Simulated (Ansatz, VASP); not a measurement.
# MoH2 in VASP and in Ansatz

The input INCAR:

```
SYSTEM = MoH2
  PREC = Accurate
  ENCUT = 520
  EDIFF = 1E-6
  ISMEAR = 0
  SIGMA = 0.1
  LREAL = .False.
  LASPH = .True.
  NELM = 150
  ALGO = Normal
  ISIF = 2
  LWAVE = .False.
  LCHARG = .True.
  ISPIN = 2
  MAGMOM = 0 0 1
  LORBIT = 11
  LMAXMIX = 4
  GGA = PE
  LELF = .True.
  LVHAR = .True.
  NBANDS = 19
```

Contents of KPOINTS:

```
Automatic mesh
0
Gamma
  6 6 6
  0 0 0
```

The input POSCAR:

```
MoH2
1.0
    0.0000000000      2.1685352363      2.1685352363
    2.1685352363      0.0000000000      2.1685352363
    2.1685352363      2.1685352363      0.0000000000
H Mo
2 1
Direct
    0.2500000000      0.2500000000      0.2500000000
    0.5000000000      0.5000000000      0.5000000000
    0.0000000000      0.0000000000      0.0000000000
```

Input for Ansatz:

```yaml
crystal:
  lattice:
    - [0.0, 2.1685352363, 2.1685352363]
    - [2.1685352363, 0.0, 2.1685352363]
    - [2.1685352363, 2.1685352363, 0.0]
  atoms:
    - { symbol: H, position: [0.25, 0.25, 0.25] }
    - { symbol: H, position: [0.5, 0.5, 0.5] }
    - { symbol: Mo, position: [0.0, 0.0, 0.0], spin: 1.0 }
basis:
  ecutwfc: 420
kpoints:
  mp_grid: { grid: [6, 6, 6] }
hamiltonian:
  xc: pbe
scf:
  occupations: { method: gaussian, width: 0.1 }
  lower_state_search: "off"
output:
  forces: true
  stress: true
  eigenvalues: true
  populations: true
magnetization:
  spin_polarized: true
```

Change from the starting cell: species swapped into the Cu2Se type (F-43m, No. 216).

Alike in both runs: task single point; functional PBE; k mesh 6 × 6 × 6; occupations gaussian, width 0.1 eV; collinear spin.

|  | VASP | Ansatz |
| --- | --- | --- |
| version | VASP 6.6.1 | Ansatz 0.2.0 |
| potentials or method | VASP PAW PBE potentials, release 64 (H, Mo_sv), cutoff 520 eV | scalar-relativistic, plane waves, PAW |
| valence electrons in the cell | 16 | 16 |

|  | VASP | Ansatz | Ansatz less VASP |
| --- | --- | --- | --- |
| gap on the k mesh at the Fermi level (eV) | none | none | - |
| pressure (GPa) | 0.2 | 0.1 | -0.19 |
| net moment per atom (μB) | 0.00 | 0.00 | 0.000 |

A gap of «none» marks a metal or a gap that the smearing closes. Ansatz's warnings: seeded moment not kept.

The k mesh is coarse, so the values compare programs but aren't converged.
